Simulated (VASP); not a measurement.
A run of VASP 6.6.1:

File INCAR:

```
PREC = Accurate
ENCUT = 520
EDIFF = 1E-7
ISMEAR = 0
SIGMA = 0.01
LREAL = Auto
LASPH = True
NELM = 100
ALGO = Normal
ISIF = 2
LWAVE = False
LCHARG = False
GGA = PE
NBANDS = 238
```

File KPOINTS:

```
Automatic mesh
0
Gamma
  2 2 2
  0.5 0.5 0.5
```

POSCAR

```
SnO2
1.0
   -4.8271903452     -4.8271903452      6.4763045089
   -4.8271903452      4.8271903452     -6.4763045089
    4.8271903452     -4.8271903452     -6.4763045089
Sn O
16 32
Direct
    0.0000000000      0.3750000000      0.8750000000
    0.0000000000      0.1250000000      0.6250000000
    0.0000000000      0.8750000000      0.3750000000
    0.0000000000      0.6250000000      0.1250000000
    0.5000000000      0.3750000000      0.3750000000
    0.5000000000      0.1250000000      0.1250000000
    0.5000000000      0.8750000000      0.8750000000
    0.5000000000      0.6250000000      0.6250000000
    1.0000000000      0.2500000000      0.2500000000
    1.0000000000      0.0000000000      1.0000000000
    0.0000000000      0.7500000000      0.7500000000
    0.0000000000      0.5000000000      0.5000000000
    0.5000000000      0.2500000000      0.7500000000
    0.5000000000      0.0000000000      0.5000000000
    0.5000000000      0.7500000000      0.2500000000
    0.5000000000      0.5000000000      1.0000000000
    0.0000000000      0.5282882617      0.7217117383
    0.0000000000      0.2782882617      0.4717117383
    0.0000000000      0.0282882617      0.2217117383
    0.0000000000      0.7782882617      0.9717117383
    0.5000000000      0.5282882617      0.2217117383
    0.5000000000      0.2782882617      0.9717117383
    0.5000000000      0.0282882617      0.7217117383
    0.5000000000      0.7782882617      0.4717117383
    0.0000000000      0.2217117383      0.0282882617
    0.0000000000      0.9717117383      0.7782882617
    0.0000000000      0.7217117383      0.5282882617
    0.0000000000      0.4717117383      0.2782882617
    0.5000000000      0.2217117383      0.5282882617
    0.5000000000      0.9717117383      0.2782882617
    0.5000000000      0.7217117383      0.0282882617
    0.5000000000      0.4717117383      0.7782882617
    0.1934234766      0.5967117383      0.0967117383
    0.1934234766      0.3467117383      0.8467117383
    0.1934234766      0.0967117383      0.5967117383
    0.1934234766      0.8467117383      0.3467117383
    0.6934234766      0.5967117383      0.5967117383
    0.6934234766      0.3467117383      0.3467117383
    0.6934234766      0.0967117383      0.0967117383
    0.6934234766      0.8467117383      0.8467117383
    0.8065765234      0.4032882617      0.9032882617
    0.8065765234      0.1532882617      0.6532882617
    0.8065765234      0.9032882617      0.4032882617
    0.8065765234      0.6532882617      0.1532882617
    0.3065765234      0.4032882617      0.4032882617
    0.3065765234      0.1532882617      0.1532882617
    0.3065765234      0.9032882617      0.9032882617
    0.3065765234      0.6532882617      0.6532882617
```

Potentials or basis: VASP PAW PBE potentials, release 64 (Sn_d, O).

Run with:

```sh
$ cat potpaw_PBE.64/Sn_d/POTCAR potpaw_PBE.64/O/POTCAR > POTCAR
$ mpirun -np 1 vasp_std > vasp.out
```

Hardware: 1 thread of Oxide Virtual Turin-like Processor, on a shared host.

Estimate the wall time of this run.

It took 33 min on 1 thread of Oxide Virtual Turin-like Processor, on a shared host, peak memory 0.8 GiB. Counts: scf iterations 17, k points 3.
